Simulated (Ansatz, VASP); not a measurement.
**NiO2 in VASP and in Ansatz**

File INCAR:

```
SYSTEM = NiO2
PREC = Accurate
ENCUT = 520
EDIFF = 1E-6
ISMEAR = 0
SIGMA = 0.05
LREAL = .FALSE.
LASPH = .TRUE.
NELM = 80
ALGO = Normal
ISIF = 2
LWAVE = .FALSE.
LCHARG = .TRUE.
GGA = PS
LELF = .TRUE.
LVHAR = .TRUE.
NBANDS = 31
```

KPOINTS

```
regular mesh
0
G
  12 12 4
  0 0 0
```

The input POSCAR:

```
NiO2
1.0
    2.7833395248      0.0000000000      0.0000000000
   -1.3916697624      2.4224949495      0.0000000000
    0.0000000000      0.0000000000     10.8430490062
Ni O
2 4
Direct
    0.0000000000      0.0000000000      0.0000000000
    0.0000000000      0.0000000000      0.5000000000
    0.6666666667      0.3333333333      0.0860929541
    0.6666666667      0.3333333333      0.4139070459
    0.3333333333      0.6666666667      0.9139070459
    0.3333333333      0.6666666667      0.5860929541
```

Input for Ansatz:

```yaml
crystal:
  lattice:
    - [2.7833395248, 0.0, 0.0]
    - [-1.3916697624, 2.4224949495, 0.0]
    - [0.0, 0.0, 10.8430490062]
  atoms:
    - { symbol: Ni, position: [0.0, 0.0, 0.0] }
    - { symbol: Ni, position: [0.0, 0.0, 0.5] }
    - { symbol: O, position: [0.6666666667, 0.3333333333, 0.0860929541] }
    - { symbol: O, position: [0.6666666667, 0.3333333333, 0.4139070459] }
    - { symbol: O, position: [0.3333333333, 0.6666666667, 0.9139070459] }
    - { symbol: O, position: [0.3333333333, 0.6666666667, 0.5860929541] }
basis:
  ecutwfc: 420
kpoints:
  mp_grid: { grid: [12, 12, 4] }
hamiltonian:
  xc: pbesol
scf:
  occupations: { method: gaussian, width: 0.05 }
output:
  forces: true
  stress: true
  eigenvalues: true
```

Change from the starting cell: strain +0.0050 x Voigt [0, 1, 0, 0, 0, 0], atoms carried along.

Alike in both runs: task single point; functional PBEsol; k mesh 12 × 12 × 4; occupations gaussian, width 0.05 eV; no spin polarisation.

```csv
,VASP,Ansatz
version,VASP 6.6.1,Ansatz 0.2.0
potentials or method,"VASP PAW PBE potentials, release 64 (Ni, O), cutoff 520 eV","scalar-relativistic, plane waves, PAW"
valence electrons in the cell,44,60
```

```tsv
	VASP	Ansatz	Ansatz less VASP
gap on the k mesh at the Fermi level (eV)	1.11	1.13	+0.020
least direct gap on the mesh (eV)	1.36	1.38	+0.019
pressure (GPa)	-0.3	-0.9	-0.61
traceless stress, the component that is largest in VASP (GPa)	-0.70	-0.84	-0.142
rms of the force components (eV/Å)	0.012	0.031	+0.0195
```

VASP's potentials were made for PBE, not for PBEsol. Atom by atom the forces differ by 0.030 eV/Å (rms over components). VASP's potentials hold 44 valence electrons a cell and Ansatz's 60, so a difference there can come from the potentials and not from the codes.
